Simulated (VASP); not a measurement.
# NaI (I4/mmm) in VASP: notebook

NaI is run at these levels: r2SCAN; tasks: single point.

All numbers are computed with VASP 6.6.1; they aren't measurements. Logs are shortened: lines on timing, memory, paths and dates and some standing lists are left out, and cuts for length are marked.

## (1) The cell of the first run

The structure is tetragonal, space group I4/mmm (No. 139). The conventional cell has a = 4.577 Å, b = 4.577 Å, c = 6.667 Å, α = 90.00°, β = 90.00°, γ = 90.00°. Na (site symmetry 4/mmm) has 6 I at 3.24 to 3.33 Å within 4.3 Å. Within 4.3 Å of I (site symmetry 4/mmm) lie 6 Na at 3.24 to 3.33 Å.

## (2) Single point, r2SCAN (strain +0.000 along x and y, +0.030 along z)

The input, POSCAR:

```
NaI
1.0
    0.0000000000      3.2364000000      3.3334920000
    3.2364000000      0.0000000000      3.3334920000
    3.2364000000      3.2364000000      0.0000000000
Na I
1 1
Direct
    0.0000000000      0.0000000000      0.0000000000
    0.5000000000      0.5000000000      0.5000000000
```

The input, INCAR.step1:

```
SYSTEM = NaI
  PREC = Accurate
  ENCUT = 520
  ISMEAR = 0
  SIGMA = 0.05
  LREAL = .False.
  LASPH = .True.
  NELM = 60
  NBANDS = 14
  GGA = PE
  ALGO = Normal
  EDIFF = 1E-4
  LWAVE = .True.
  LCHARG = .False.
```

The input, INCAR.step2:

```
SYSTEM = NaI
  PREC = Accurate
  ENCUT = 520
  EDIFF = 1E-6
  ISMEAR = 0
  SIGMA = 0.05
  LREAL = .False.
  LASPH = .True.
  NELM = 60
  ALGO = Normal
  ISIF = 2
  LWAVE = .False.
  LCHARG = .False.
  METAGGA = R2SCAN
  LMIXTAU = .True.
  NBANDS = 14
  ISTART = 1
```

The input, KPOINTS:

```
Automatic mesh
0
Gamma
  6 6 6
  0 0 0
```

Potentials or basis: VASP PAW PBE potentials, release 64 (Na_pv, I).

On the command line:

```bash
> cat potpaw_PBE.64/Na_pv/POTCAR potpaw_PBE.64/I/POTCAR > POTCAR
> cp INCAR.step1 INCAR
> mpirun -np 1 vasp_std > vasp.out
> cp INCAR.step2 INCAR
> mpirun -np 1 vasp_std > vasp.out
```

OUTCAR:

```text
SYSTEM = NaI
   PREC = Accurate
   ENCUT = 520
   EDIFF = 1E-6
   ISMEAR = 0
   LREAL = .False.
   LASPH = .True.
   NELM = 60
   ISIF = 2
   METAGGA = R2SCAN
   ISTART = 1

 ion  position               nearest neighbor table
   1  0.000  0.000  0.000-
   2  0.500  0.500  0.500-

  LATTYP: Found a body centered tetragonal cell.
 ALAT       =     4.5769607733
 C/A-ratio  =     1.4566399692

  Lattice vectors:

 A1 = (  -3.2364000000,   0.0000000000,   3.3334920000)
 A2 = (   3.2364000000,   0.0000000000,   3.3334920000)
 A3 = (   0.0000000000,   3.2364000000,  -3.3334920000)

Analysis of symmetry for initial positions (statically):
=====================================================================
 Subroutine PRICEL returns:
 Original cell was already a primitive cell.

 Routine SETGRP: Setting up the symmetry group for a
 body centered tetragonal supercell.

 Subroutine GETGRP returns: Found 16 space group operations
 (whereof 16 operations were pure point group operations)
 out of a pool of 16 trial point group operations.

The static configuration has the point symmetry D_4h.

Analysis of symmetry for dynamics (positions and initial velocities):
=====================================================================
 Subroutine PRICEL returns:
 Original cell was already a primitive cell.

 Routine SETGRP: Setting up the symmetry group for a
 body centered tetragonal supercell.

 Subroutine GETGRP returns: Found 16 space group operations
 (whereof 16 operations were pure point group operations)
 out of a pool of 16 trial point group operations.

The dynamic configuration has the point symmetry D_4h.

 Subroutine INISYM returns: Found 16 space group operations
 (whereof 16 operations are pure point group operations),
 and found     1 'primitive' translations

----------------------------------------------------------------------------------------

                                     Primitive cell

  volume of cell :      69.8319

  direct lattice vectors                    reciprocal lattice vectors
     0.000000000  3.236400000  3.333492000    -0.154492646  0.154492646  0.149992860
     3.236400000  0.000000000  3.333492000     0.154492646 -0.154492646  0.149992860
     3.236400000  3.236400000  0.000000000     0.154492646  0.154492646 -0.149992860

  length of vectors
     4.646122456  4.646122456  4.576960773     0.265016629  0.265016629  0.265016629

  position of ions in fractional coordinates (direct lattice)
     0.000000000  0.000000000  0.000000000
     0.500000000  0.500000000  0.500000000

  ion indices of the primitive-cell ions
   primitive index   ion index
                 1           1
                 2           2

----------------------------------------------------------------------------------------

 KPOINTS: Automatic mesh

Automatic generation of k-mesh.
 Grid dimensions read from file:
 generate k-points for:    6    6    6

 Generating k-lattice:

  Cartesian coordinates                     Fractional coordinates (reciprocal lattice)
    -0.025748774  0.025748774  0.024998810     0.166666667 -0.000000000  0.000000000
     0.025748774 -0.025748774  0.024998810    -0.000000000  0.166666667  0.000000000
     0.025748774  0.025748774 -0.024998810     0.000000000  0.000000000  0.166666667

  Length of vectors
     0.044169438  0.044169438  0.044169438

  Shift w.r.t. Gamma in fractional coordinates (k-lattice)
     0.000000000  0.000000000  0.000000000

 Subroutine IBZKPT returns following result:
 ===========================================

 Found     30 irreducible k-points:

 Following reciprocal coordinates:
            Coordinates               Weight
  0.000000  0.000000  0.000000      1.000000
  0.166667  0.000000  0.000000      8.000000
  0.333333  0.000000  0.000000      8.000000
  0.500000  0.000000  0.000000      4.000000
  0.166667  0.166667  0.000000      2.000000
  0.333333  0.166667  0.000000      8.000000
[... 16 lines left out ...]
  0.333333  0.000000  0.333333      4.000000
  0.500000  0.000000  0.333333     16.000000
 [... further k-points ...]
   k-points           NKPTS =     30   k-points in BZ     NKDIM =     30   number of bands    NBANDS=     14
   number of dos      NEDOS =    301   number of ions     NIONS =      2
   total plane-waves  NPLWV =  46656
   dimension x,y,z NGX =    36 NGY =   36 NGZ =   36
   dimension x,y,z NGXF=    72 NGYF=   72 NGZF=   72
   ions per type =               1   1
   NGX,Y,Z   is equivalent  to a cutoff of  12.88, 12.88, 13.08 a.u.
   NGXF,Y,Z  is equivalent  to a cutoff of  25.76, 25.76, 26.15 a.u.
 SYSTEM =  NaI
   PREC   = accura    normal or accurate (medium, high low for compatibility)
   ISTART =      1    job   : 0-new  1-cont  2-samecut
   ICHARG =      0    charge: 1-file 2-atom 10-const
   ISPIN  =      1    spin polarized calculation?
   LNONCOLLINEAR =      F non collinear calculations
   LSORBIT =      F    spin-orbit coupling
   LASPH  =      T    aspherical Exc in radial PAW
   ENCUT  =  520.0 eV  38.22 Ry    6.18 a.u.   8.64  8.64  8.51*2*pi/ulx,y,z
   NELM   =     60;   NELMIN=  2; NELMDL=  0     # of ELM steps
   EDIFF  = 0.1E-05   stopping-criterion for ELM
   LREAL  =      F    real-space projection
   EDIFFG = 0.1E-04   stopping-criterion for IOM
   NSW    =      0    number of steps for IOM
   IBRION =     -1    ionic relax: 0-MD 1-quasi-New 2-CG
   NFREE  =      0    steps in history (QN), initial steepest desc. (CG)
   ISIF   =      2    stress and relaxation
   ISYM   =      2    0-nonsym 1-usesym 2-fastsym
   POTIM  = 0.5000    time-step for ionic-motion
   TEBEG  =    0.0;   TEEND  =   0.0 temperature during run
   PSTRESS=    0.0 pullay stress
   NELECT =      14.0000    total number of electrons
   NUPDOWN=      -1.0000    fix difference up-down
   EMIN   =  10.00;   EMAX   =-10.00  energy-range for DOS
   EFERMI =   0.00;   METHOD = LEGACY
   ISMEAR =     0;   SIGMA  =   0.05  broadening in eV -4-tet -1-fermi 0-gaus
   EFERMI_NEDOS =   21; number of points for ismear=-14 and -15
   IALGO  =     38    algorithm
   IMIX   =      4    mixing-type and parameters
     AMIX     =   0.40;   BMIX     =  1.00
     AMIX_MAG =   1.60;   BMIX_MAG =  1.00
  volume/ion in A,a.u.               =      34.92       235.62
  Fermi-wavevector in a.u.,A,eV,Ry     =   0.958149  1.810638 12.490814  0.918049
  Thomas-Fermi vector in A             =   2.087230
   LORBIT       =      0    0 simple, 1 ext, 2 COOP (PROOUT), +10 PAW based schemes
   METAGGA = R2SCAN    functional components
   LHFCALC =     F    Hartree Fock is set to
   AEXX    =    0.0000 exact exchange contribution
   IVDW    =     0    specifies the selected vdW correction
   LEPSILON=     F    determine dielectric tensor
   LRPA    =     F    only Hartree local field effects (RPA)
 non-spin polarized calculation
 Gauss-broadening in eV      SIGMA  =   0.05
  energy-cutoff  :      520.00
  volume of cell :       69.83
 maximum number of plane-waves:      1911
 NGX is ok and might be reduce to    36
   NGX = 17   NGY = 17   NGZ = 17

 number of electron      13.9999993 magnetization

 Free energy of the ion-electron system (eV)
  ---------------------------------------------------
  ext. energy  EPLUGINS =         0.00000000
  ---------------------------------------------------
  free energy    TOTEN  =       -31.07723029 eV

  energy without entropy =      -31.07723029  energy(sigma->0) =      -31.07723029

 E-fermi :   0.5353     XC(G=0):  -7.9416

 val. band max:        0.2980763996   @ k =   0.0000   0.0000   0.0000
 cond. band min:       4.6292179405   @ k =   0.0000   0.0000   0.0000
 fundamental gap:      4.3311415409
 Fermi energy:         0.5353416037

 k-point     1 :       0.0000    0.0000    0.0000
  band No.  band energies     occupation
      1     -23.0071      2.00000
      2     -23.0037      2.00000
      3     -23.0035      2.00000
      4     -10.9928      2.00000
      5       0.2666      2.00000
      6       0.2666      2.00000
      7       0.2981      2.00000
      8       4.6292      0.00000
      9       8.6293      0.00000
     10       8.8185      0.00000
     11       8.8185      0.00000
     12      10.3940      0.00000
     13      10.7163      0.00000
     14      11.3630      0.00000

 k-point     2 :       0.1667    0.0000    0.0000
  band No.  band energies     occupation
      1     -23.0075      2.00000
      2     -23.0043      2.00000
      3     -23.0037      2.00000
      4     -10.9207      2.00000
      5      -0.3983      2.00000
      6       0.2021      2.00000
      7       0.2046      2.00000
      8       5.3951      0.00000
      9       8.2793      0.00000
     10       8.8686      0.00000
     11       9.0464      0.00000
     12      10.0164      0.00000
     13      10.1978      0.00000
     14      11.8897      0.00000

 k-point     3 :       0.3333    0.0000    0.0000
  band No.  band energies     occupation
      1     -23.0088      2.00000
      2     -23.0054      2.00000
      3     -23.0038      2.00000
      4     -10.7682      2.00000
      5      -1.3926      2.00000
      6       0.0477      2.00000
      7       0.0803      2.00000
      8       5.9893      0.00000
      9       8.4541      0.00000
     10       8.6938      0.00000
     11       8.9327      0.00000
     12      11.1270      0.00000
     13      11.1498      0.00000
     14      11.2524      0.00000

 k-point     4 :       0.5000    0.0000    0.0000
  band No.  band energies     occupation
      1     -23.0097      2.00000
      2     -23.0057      2.00000
      3     -23.0038      2.00000
      4     -10.6874      2.00000
      5      -1.8043      2.00000
      6      -0.0258      2.00000
      7       0.0226      2.00000
      8       5.9545      0.00000
      9       8.2176      0.00000
     10       8.4383      0.00000
     11       9.8269      0.00000
     12      11.2589      0.00000
     13      13.0169      0.00000
     14      13.2021      0.00000

 k-point     5 :       0.1667    0.1667    0.0000
  band No.  band energies     occupation
      1     -23.0079      2.00000
      2     -23.0040      2.00000
      3     -23.0038      2.00000
      4     -10.9037      2.00000
      5      -0.3636      2.00000
      6       0.0803      2.00000
      7       0.0803      2.00000
      8       5.6513      0.00000
      9       7.7204      0.00000
     10       8.7974      0.00000
     11       9.4574      0.00000
[... 276 lines left out ...]
 k-point    22 :      -0.3333    0.5000    0.1667
  band No.  band energies     occupation
      1     -23.0097      2.00000
      2     -23.0054      2.00000
      3     -23.0050      2.00000
      4     -10.6161      2.00000
      5      -1.3273      2.00000
      6      -0.7553      2.00000
      7      -0.5585      2.00000
      8       6.3911      0.00000
      9       7.3720      0.00000
     10       9.3408      0.00000
     11       9.5923      0.00000
     12      12.7590      0.00000
     13      13.4417      0.00000
     14      13.4584      0.00000

 k-point    23 :       0.3333    0.0000    0.3333
  band No.  band energies     occupation
      1     -23.0080      2.00000
      2     -23.0062      2.00000
      3     -23.0048      2.00000
      4     -10.6987      2.00000
      5      -1.2572      2.00000
      6      -0.3495      2.00000
      7      -0.2493      2.00000
      8       6.0400      0.00000
      9       6.7010      0.00000
     10       9.1797      0.00000
     11      10.7439      0.00000
     12      11.0143      0.00000
     13      11.6680      0.00000
     14      15.0438      0.00000

 k-point    24 :       0.5000    0.0000    0.3333
  band No.  band energies     occupation
      1     -23.0085      2.00000
      2     -23.0065      2.00000
      3     -23.0052      2.00000
      4     -10.6230      2.00000
      5      -1.4324      2.00000
      6      -0.6568      2.00000
      7      -0.3539      2.00000
      8       5.9873      0.00000
      9       6.9479      0.00000
     10       9.4891      0.00000
     11      10.4192      0.00000
     12      11.8492      0.00000
     13      13.2722      0.00000
     14      14.1098      0.00000

 [... further k-points ...]

------------------------ aborting loop because EDIFF is reached ----------------------------------------

  FORCE on cell =-STRESS in cart. coord.  units (eV):
  Direction    XX          YY          ZZ          XY          YZ          ZX
  --------------------------------------------------------------------------------------
  -------------------------------------------------------------------------------------
  Total       -0.1592758     -0.1592758     -0.4493261      0.0000000     -0.0000000      0.0000000
  in kB       -3.6543193     -3.6543193    -10.3090456      0.0000000     -0.0000000      0.0000000
  external PRESSURE =      -5.8725614 kB  Pullay stress =       0.0000000 kB

 VOLUME and BASIS-vectors are now :
 -----------------------------------------------------------------------------
  energy-cutoff  :      520.00
  volume of cell :       69.83
      direct lattice vectors                 reciprocal lattice vectors
     0.000000000  3.236400000  3.333492000    -0.154492646  0.154492646  0.149992860
     3.236400000  0.000000000  3.333492000     0.154492646 -0.154492646  0.149992860
     3.236400000  3.236400000  0.000000000     0.154492646  0.154492646 -0.149992860

 POSITION                                       TOTAL-FORCE (eV/Angst)
 -----------------------------------------------------------------------------------
      0.00000      0.00000      0.00000         0.000000      0.000000      0.000000
      3.23640      3.23640      3.33349        -0.000000     -0.000000      0.000000
 -----------------------------------------------------------------------------------
    total drift:                                0.000000      0.000000      0.000000

  FREE ENERGIE OF THE ION-ELECTRON SYSTEM (eV)
  ---------------------------------------------------
  free  energy   TOTEN  =       -31.0772302910 eV

  energy  without entropy=      -31.0772302910  energy(sigma->0) =      -31.07723029
```

It took 67 s on 1 thread of AMD EPYC 9R45 (Zen 5), shared host; peak memory 0.19 GiB.

What came out:

```
Free energy            : -31.0772 eV
Pressure               : -0.6 GPa
Band gap on the k mesh : 4.33 eV
```

Caveat: the cell differs from its parent crystal (strain +0.000 along x and y, +0.030 along z); the PAW data sets were made with another functional, which shifts forces and pressure a little; spin-orbit coupling is left out, which moves the levels of the heavy elements.

## (3) Single point, r2SCAN (strain +0.015 along x and y, +0.000 along z)

The input, POSCAR:

```
NaI
1.0
    0.0000000000      3.2849460000      3.2364000000
    3.2849460000      0.0000000000      3.2364000000
    3.2849460000      3.2849460000      0.0000000000
Na I
1 1
Direct
    0.0000000000      0.0000000000      0.0000000000
    0.5000000000      0.5000000000      0.5000000000
```

The input, INCAR.step1:

```
ALGO     = Normal         # electronic algorithm
EDIFF    = 1E-4           # SCF threshold, eV
ENCUT    = 520            # plane-wave cutoff, eV
GGA      = PE             # functional
ISMEAR   = 0              # smearing method
LASPH    = T              # aspherical terms in the spheres
LCHARG   = F              # write CHGCAR
LREAL    = F              # projectors in reciprocal space
LWAVE    = T              # write WAVECAR
NBANDS   = 14             # bands
NELM     = 100            # most SCF steps
PREC     = Accurate       # precision mode
SIGMA    = 0.05           # smearing width, eV
```

The input, INCAR.step2:

```
ALGO     = Normal         # electronic algorithm
EDIFF    = 1E-7           # SCF threshold, eV
ENCUT    = 520            # plane-wave cutoff, eV
ISIF     = 2              # what is computed and relaxed
ISMEAR   = 0              # smearing method
ISTART   = 1            
LASPH    = T              # aspherical terms in the spheres
LCHARG   = F              # write CHGCAR
LMIXTAU  = T            
LREAL    = F              # projectors in reciprocal space
LWAVE    = F              # write WAVECAR
METAGGA  = R2SCAN         # meta-GGA
NBANDS   = 14             # bands
NELM     = 100            # most SCF steps
PREC     = Accurate       # precision mode
SIGMA    = 0.05           # smearing width, eV
```

The input, KPOINTS:

```
k-points
0
Gamma
  6 6 6
```

Potentials or basis: VASP PAW PBE potentials, release 64 (Na_pv, I).

On the command line:

```bash
> cat potpaw_PBE.64/Na_pv/POTCAR potpaw_PBE.64/I/POTCAR > POTCAR
> cp INCAR.step1 INCAR
> mpirun -np 1 vasp_std > vasp.out
> cp INCAR.step2 INCAR
> mpirun -np 1 vasp_std > vasp.out
```

Wall time 88 s (1 thread of AMD EPYC 9R45 (Zen 5), shared host); peak memory 0.2 GiB.

Results (log left out):

| Quantity | Value |
| --- | --- |
| Free energy | -31.0793 eV |
| Pressure | -0.6 GPa |
| Band gap on the k mesh | 4.34 eV |

Stress tensor (GPa, compression positive):
```
-0.74  0.00  0.00
 0.00 -0.74  0.00
 0.00  0.00 -0.37
```

Levels at points of the mesh, in eV from the valence-band top:
```csv
k point,band 4,band 5,band 6,band 7,band 8,band 9,band 10,band 11
"(0.00, 0.00, 0.00)",-11.28,-0.02,0.00,0.00,4.34,8.44,8.44,8.53
"(0.50, 0.00, 0.00)",-10.97,-2.09,-0.30,-0.27,5.67,7.98,8.10,9.54
"(0.50, 0.50, 0.00)",-10.88,-1.84,-0.75,-0.75,5.19,6.04,10.59,12.06
"(0.50, 0.00, 0.50)",-10.90,-1.85,-0.74,-0.69,5.21,6.08,10.48,11.99
```

Caveat: the cell differs from its parent crystal (strain +0.015 along x and y, +0.000 along z); the PAW data sets were made with another functional, which shifts forces and pressure a little; spin-orbit coupling is left out, which moves the levels of the heavy elements.
